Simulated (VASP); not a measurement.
# LuGe3O (P4mm) in VASP: a series of runs, part 2 of 2

VASP 6.6.1. Earlier steps stand in the parts before.

## 3. Single point, PBE

This run uses another cell than the first one, of 17.81 Å³/atom, 1.046 times its volume.

Contents of INCAR:

```
  PREC = Accurate
  ENCUT = 520
  EDIFF = 1E-6
  ISMEAR = 0
  SIGMA = 0.1
  LREAL = F
  LASPH = T
  NELM = 60
  ALGO = Normal
  ISIF = 2
  LWAVE = F
  LCHARG = F
  GGA = PE
  NBANDS = 44
```

Contents of KPOINTS:

```
Automatic mesh
0
Gamma
  4 4 4
```

Contents of POSCAR:

```
LuGe3O
1.0
    4.5480256625      0.0000000000      0.0000000000
    0.0000000000      4.5480256625      0.0000000000
    0.0000000000      0.0000000000      4.3053988999
Lu Ge O
1 3 1
Direct
    0.0000000000      0.0000000000      0.0208040250
    0.0000000000      0.5000000000      0.5003556843
    0.5000000000      0.0000000000      0.5003556843
    0.5000000000      0.5000000000      0.0951314649
    0.5000000000      0.5000000000      0.6559531616
```

Potentials or basis: VASP PAW PBE potentials, release 64 (Lu, Ge_d, O).

Started as:

```sh
$ cat potpaw_PBE.64/Lu/POTCAR potpaw_PBE.64/Ge_d/POTCAR potpaw_PBE.64/O/POTCAR > POTCAR
$ mpirun -np 1 vasp_std > vasp.out
```

OUTCAR:

```text
PREC = Accurate
   ENCUT = 520
   EDIFF = 1E-6
   ISMEAR = 0
   LREAL = F
   LASPH = T
   NELM = 60
   ISIF = 2
   GGA = PE

 ion  position               nearest neighbor table
   1  0.000  0.000  0.021-   2 3.07   3 3.07   2 3.07   3 3.07   2 3.19   2 3.19   3 3.19   3 3.19
                             4 3.23   4 3.23   4 3.23   4 3.23
   2  0.000  0.500  0.500-   5 2.37   5 2.37   4 2.87   4 2.87   1 3.07   1 3.07   1 3.19   1 3.19

   3  0.500  0.000  0.500-   5 2.37   5 2.37   4 2.87   4 2.87   1 3.07   1 3.07   1 3.19   1 3.19

   4  0.500  0.500  0.095-   5 1.89   5 2.41   3 2.87   2 2.87   3 2.87   2 2.87   1 3.23   1 3.23
                             1 3.23   1 3.23
   5  0.500  0.500  0.656-   4 1.89   3 2.37   2 2.37   3 2.37   2 2.37   4 2.41

  LATTYP: Found a simple tetragonal cell.
 ALAT       =     4.5480256625
 C/A-ratio  =     0.9466522881

  Lattice vectors:

 A1 = (   4.5480256625,   0.0000000000,   0.0000000000)
 A2 = (   0.0000000000,   4.5480256625,   0.0000000000)
 A3 = (   0.0000000000,   0.0000000000,   4.3053988999)

Analysis of symmetry for initial positions (statically):
=====================================================================
 Subroutine PRICEL returns:
 Original cell was already a primitive cell.

 Routine SETGRP: Setting up the symmetry group for a
 simple tetragonal supercell.

 Subroutine GETGRP returns: Found  8 space group operations
 (whereof  8 operations were pure point group operations)
 out of a pool of 16 trial point group operations.

The static configuration has the point symmetry C_4v.

Analysis of symmetry for dynamics (positions and initial velocities):
=====================================================================
 Subroutine PRICEL returns:
 Original cell was already a primitive cell.

 Routine SETGRP: Setting up the symmetry group for a
 simple tetragonal supercell.

 Subroutine GETGRP returns: Found  8 space group operations
 (whereof  8 operations were pure point group operations)
 out of a pool of 16 trial point group operations.

The dynamic configuration has the point symmetry C_4v.

 Subroutine INISYM returns: Found  8 space group operations
 (whereof  8 operations are pure point group operations),
 and found     1 'primitive' translations

----------------------------------------------------------------------------------------

                                     Primitive cell

  volume of cell :      89.0552

  direct lattice vectors                    reciprocal lattice vectors
     4.548025662  0.000000000  0.000000000     0.219875628  0.000000000  0.000000000
     0.000000000  4.548025662  0.000000000     0.000000000  0.219875628  0.000000000
     0.000000000  0.000000000  4.305398900     0.000000000  0.000000000  0.232266515

  length of vectors
     4.548025662  4.548025662  4.305398900     0.219875628  0.219875628  0.232266515

  position of ions in fractional coordinates (direct lattice)
     0.000000000  0.000000000  0.020804025
     0.000000000  0.500000000  0.500355684
     0.500000000  0.000000000  0.500355684
     0.500000000  0.500000000  0.095131465
[... 32 lines left out ...]
 ===========================================

 Found     18 irreducible k-points:

 Following reciprocal coordinates:
            Coordinates               Weight
  0.000000  0.000000  0.000000      1.000000
  0.250000  0.000000  0.000000      4.000000
  0.500000  0.000000  0.000000      2.000000
  0.250000  0.250000  0.000000      4.000000
  0.500000  0.250000  0.000000      4.000000
  0.500000  0.500000  0.000000      1.000000
[... 10 lines left out ...]
  0.500000  0.250000  0.500000      4.000000
  0.500000  0.500000  0.500000      1.000000
   k-points           NKPTS =     18   k-points in BZ     NKDIM =     18   number of bands    NBANDS=     44
   number of dos      NEDOS =    301   number of ions     NIONS =      5
   total plane-waves  NPLWV =  41472
   dimension x,y,z NGX =    36 NGY =   36 NGZ =   32
   dimension x,y,z NGXF=    72 NGYF=   72 NGZF=   64
   ions per type =               1   3   1
   NGX,Y,Z   is equivalent  to a cutoff of  13.16, 13.16, 12.36 a.u.
   NGXF,Y,Z  is equivalent  to a cutoff of  26.32, 26.32, 24.71 a.u.
 SYSTEM =  unknown system
   PREC   = accura    normal or accurate (medium, high low for compatibility)
   ISTART =      0    job   : 0-new  1-cont  2-samecut
   ICHARG =      2    charge: 1-file 2-atom 10-const
   ISPIN  =      1    spin polarized calculation?
   LNONCOLLINEAR =      F non collinear calculations
   LSORBIT =      F    spin-orbit coupling
   LASPH  =      T    aspherical Exc in radial PAW
   ENCUT  =  520.0 eV  38.22 Ry    6.18 a.u.   8.46  8.46  8.01*2*pi/ulx,y,z
   NELM   =     60;   NELMIN=  2; NELMDL= -5     # of ELM steps
   EDIFF  = 0.1E-05   stopping-criterion for ELM
   LREAL  =      F    real-space projection
   EDIFFG = 0.1E-04   stopping-criterion for IOM
   NSW    =      0    number of steps for IOM
   IBRION =     -1    ionic relax: 0-MD 1-quasi-New 2-CG
   NFREE  =      0    steps in history (QN), initial steepest desc. (CG)
   ISIF   =      2    stress and relaxation
   ISYM   =      2    0-nonsym 1-usesym 2-fastsym
   POTIM  = 0.5000    time-step for ionic-motion
   TEBEG  =    0.0;   TEEND  =   0.0 temperature during run
   PSTRESS=    0.0 pullay stress
   NELECT =      73.0000    total number of electrons
   NUPDOWN=      -1.0000    fix difference up-down
   EMIN   =  10.00;   EMAX   =-10.00  energy-range for DOS
   EFERMI =   0.00;   METHOD = LEGACY
   ISMEAR =     0;   SIGMA  =   0.10  broadening in eV -4-tet -1-fermi 0-gaus
   EFERMI_NEDOS =   21; number of points for ismear=-14 and -15
   IALGO  =     38    algorithm
   IMIX   =      4    mixing-type and parameters
     AMIX     =   0.40;   BMIX     =  1.00
     AMIX_MAG =   1.60;   BMIX_MAG =  1.00
  volume/ion in A,a.u.               =      17.81       120.19
  Fermi-wavevector in a.u.,A,eV,Ry     =   1.532132  2.895309 31.938683  2.347427
  Thomas-Fermi vector in A             =   2.639380
   LORBIT       =      0    0 simple, 1 ext, 2 COOP (PROOUT), +10 PAW based schemes
   GGA     = PE    functional components
   LHFCALC =     F    Hartree Fock is set to
   AEXX    =    0.0000 exact exchange contribution
   IVDW    =     0    specifies the selected vdW correction
   LEPSILON=     F    determine dielectric tensor
   LRPA    =     F    only Hartree local field effects (RPA)
 non-spin polarized calculation
 Gauss-broadening in eV      SIGMA  =   0.10
  energy-cutoff  :      520.00
  volume of cell :       89.06
 maximum number of plane-waves:      2416
 NGX is ok and might be reduce to    36
   NGX = 17   NGY = 17   NGZ = 17

 number of electron      72.9999936 magnetization

 Free energy of the ion-electron system (eV)
  ---------------------------------------------------
  ext. energy  EPLUGINS =         0.00000000
  ---------------------------------------------------
  free energy    TOTEN  =       -24.91454755 eV

  energy without entropy =      -24.90361824  energy(sigma->0) =      -24.90908289

 E-fermi :   5.6394     XC(G=0): -11.3247

 val. band max:        5.6321270935   @ k =   0.2500   0.0000   0.5000
 cond. band min:       5.6696175354   @ k =   0.2500   0.2500   0.0000
 fundamental gap:      0.0374904419
 Fermi energy:         5.6394032875

 k-point     1 :       0.0000    0.0000    0.0000
  band No.  band energies     occupation
      1     -51.1077      2.00000
      2     -21.7792      2.00000
      3     -21.7792      2.00000
      4     -21.7208      2.00000
      5     -19.2029      2.00000
      6     -19.0715      2.00000
[... 835 lines left out ...]
     43       9.7401      0.00000
     44      10.3613      0.00000

------------------------ aborting loop because EDIFF is reached ----------------------------------------

  FORCE on cell =-STRESS in cart. coord.  units (eV):
  Direction    XX          YY          ZZ          XY          YZ          ZX
  --------------------------------------------------------------------------------------
  -------------------------------------------------------------------------------------
  Total        0.0380652      0.0380652      0.1161457      0.0000000     -0.0000000      0.0000000
  in kB        0.6848256      0.6848256      2.0895580      0.0000000     -0.0000000      0.0000000
  external PRESSURE =       1.1530697 kB  Pullay stress =       0.0000000 kB

 VOLUME and BASIS-vectors are now :
 -----------------------------------------------------------------------------
  energy-cutoff  :      520.00
  volume of cell :       89.06
      direct lattice vectors                 reciprocal lattice vectors
     4.548025662  0.000000000  0.000000000     0.219875628  0.000000000  0.000000000
     0.000000000  4.548025662  0.000000000     0.000000000  0.219875628  0.000000000
     0.000000000  0.000000000  4.305398900     0.000000000  0.000000000  0.232266515

 POSITION                                       TOTAL-FORCE (eV/Angst)
 -----------------------------------------------------------------------------------
      0.00000      0.00000      0.08957        -0.000000      0.000000     -0.002006
      0.00000      2.27401      2.15423        -0.000000     -0.000000     -0.004290
      2.27401      0.00000      2.15423        -0.000000      0.000000     -0.004290
      2.27401      2.27401      0.40958         0.000000      0.000000      0.031513
      2.27401      2.27401      2.82414        -0.000000     -0.000000     -0.020927
 -----------------------------------------------------------------------------------
    total drift:                                0.000000      0.000000      0.001315

  FREE ENERGIE OF THE ION-ELECTRON SYSTEM (eV)
  ---------------------------------------------------
  free  energy   TOTEN  =       -24.9145475489 eV

  energy  without entropy=      -24.9036182385  energy(sigma->0) =      -24.90908289
```

OSZICAR:

```text
N       E                     dE             d eps       ncg     rms          rms(c)
DAV:   1     0.671226892385E+03    0.67123E+03   -0.31700E+04  2124   0.524E+03
DAV:   2     0.111089265777E+03   -0.56014E+03   -0.54251E+03  1720   0.939E+02
DAV:   3    -0.137464029201E+02   -0.12484E+03   -0.12216E+03  1648   0.239E+02
DAV:   4    -0.261647507235E+02   -0.12418E+02   -0.12200E+02  2216   0.765E+01
DAV:   5    -0.266286810615E+02   -0.46393E+00   -0.46261E+00  2348   0.138E+01    0.958E+00
DAV:   6    -0.249938270146E+02    0.16349E+01   -0.83235E+00  2512   0.296E+01    0.459E+00
DAV:   7    -0.249283716439E+02    0.65455E-01   -0.22411E+00  2096   0.108E+01    0.243E+00
DAV:   8    -0.249333120575E+02   -0.49404E-02   -0.58764E-01  2212   0.464E+00    0.102E+00
DAV:   9    -0.249128807098E+02    0.20431E-01   -0.99908E-02  2484   0.227E+00    0.183E-01
DAV:  10    -0.249143855905E+02   -0.15049E-02   -0.18993E-02  2356   0.106E+00    0.984E-02
DAV:  11    -0.249145246602E+02   -0.13907E-03   -0.11760E-03  2192   0.379E-01    0.512E-02
DAV:  12    -0.249145474329E+02   -0.22773E-04   -0.16263E-04  2208   0.196E-01    0.940E-03
DAV:  13    -0.249145475506E+02   -0.11775E-06   -0.22059E-05  2420   0.106E-01    0.411E-03
DAV:  14    -0.249145475489E+02    0.17008E-08   -0.40752E-06  1612   0.171E-02
   1 F= -.24914548E+02 E0= -.24909083E+02  d E =-.109293E-01
```

stdout:

```text
POSCAR found type information on POSCAR LuGeO
 POSCAR found :  3 types and       5 ions
 scaLAPACK will be used
 LDA part: xc-table for (Slater+PW92), standard interpolation
 POSCAR, INCAR and KPOINTS ok, starting setup
 FFT: planning ... GRIDC
 FFT: planning ... GRID_SOFT
 FFT: planning ... GRID
 WAVECAR not read
 entering main loop
```

Wall time 34 s (1 thread of Intel Xeon 6975P-C (Granite Rapids), shared host); peak memory 0.23 GiB.

Results:

* Free energy: -24.9145 eV
* Pressure: 0.1 GPa
* Largest force: 0.032 eV/Å

Forces on the atoms (eV/Å):
```
Lu   0.000  0.000 -0.002
Ge   0.000  0.000 -0.004
Ge   0.000  0.000 -0.004
Ge   0.000  0.000  0.032
O    0.000  0.000 -0.021
```

Levels at points of the mesh, in eV from the Fermi level:
| k point | band 34 | band 35 | band 36 | band 37 | band 38 | band 39 |
| --- | --- | --- | --- | --- | --- | --- |
| (0.00, 0.00, 0.00) | -0.58 | -0.58 | 0.14 | 1.73 | 1.73 | 1.78 |
| (0.50, 0.00, 0.00) | -1.96 | -0.67 | -0.60 | -0.47 | -0.41 | 0.77 |
| (0.50, 0.50, 0.00) | -3.14 | -0.55 | -0.55 | 1.05 | 1.05 | 2.03 |
| (0.00, 0.00, 0.50) | -2.09 | -2.00 | -2.00 | 0.23 | 0.23 | 0.39 |
| (0.50, 0.00, 0.50) | -1.91 | -1.67 | -1.61 | 0.16 | 0.33 | 2.02 |
| (0.50, 0.50, 0.50) | -1.96 | -1.10 | -1.10 | -0.12 | 0.15 | 3.08 |

Caveat: the k points lie up to 0.36 Å⁻¹ apart; spin-orbit coupling is left out, which moves the levels of the heavy elements; an odd number of electrons without spin polarisation forces a metal; a magnetic or distorted state may lie lower.
